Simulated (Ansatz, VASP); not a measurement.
# Two plane-wave programs on NaF

```
CELL_PARAMETERS angstrom
0.00000 2.53126 2.53126
2.53126 0.00000 2.53126
2.53126 2.53126 0.00000
ATOMIC_POSITIONS crystal
Na 0.00000 0.00000 0.00000
F 0.25000 0.25000 0.25000
```

Alike in both runs: task single point; functional PBE-based screened hybrid; k mesh 4 × 4 × 4; no spin polarisation.

```csv
,VASP,Ansatz
version,VASP 6.6.1,Ansatz 0.2.0
potentials or method,"VASP PAW PBE potentials, release 64 (Na_pv, F)",plane waves
plane-wave cutoff (eV),520,420
occupations,"gaussian, width 0.01 eV",fixed
valence electrons in the cell,14,16
```

|  | VASP | Ansatz | Ansatz less VASP |
| --- | --- | --- | --- |
| gap on the k mesh at the Fermi level (eV) | 7.53 | 7.55 | +0.018 |
| pressure (GPa) | 1.0 | 1.0 | -0.06 |

VASP's potentials were made for PBE, not for PBE-based screened hybrid. VASP's potentials hold 14 valence electrons a cell and Ansatz's 16, so a difference there can come from the potentials and not from the codes. Ansatz's warnings: stress exchange threshold loose, stress scf threshold loose.

The k mesh is coarse, so the values compare programs but aren't converged.
